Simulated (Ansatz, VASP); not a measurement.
Cu in VASP and in Ansatz

```
Cu
1.0
     0.00000    1.81437    1.81437
     1.81437    0.00000    1.81437
     1.81437    1.81437    0.00000
Cu
1
Direct
  0.00000 0.00000 0.00000
```

Alike in both runs: functional PBE; k mesh 20 × 20 × 20; occupations gaussian, width 0.1 eV; no spin polarisation.

Ansatz relaxed the structure, and its values are those at the end. VASP's run is a single point on that final structure, the one shown.

|  | VASP | Ansatz |
| --- | --- | --- |
| version | VASP 6.6.1 | Ansatz 0.2.0 |
| potentials or method | VASP PAW PBE potentials, release 64 (Cu), cutoff 600 eV | scalar-relativistic, plane waves, PAW |
| valence electrons in the cell | 11 | 19 |

|  | VASP | Ansatz | Ansatz less VASP |
| --- | --- | --- | --- |
| gap on the k mesh at the Fermi level (eV) | none | none | - |
| pressure (GPa) | 0.8 | 0.0 | -0.75 |

A gap of «none» marks a metal or a gap that the smearing closes. The functional is the same, so the differences come from potentials, cutoffs and numerics. VASP's potentials hold 11 valence electrons a cell and Ansatz's 19, so a difference there can come from the potentials and not from the codes.
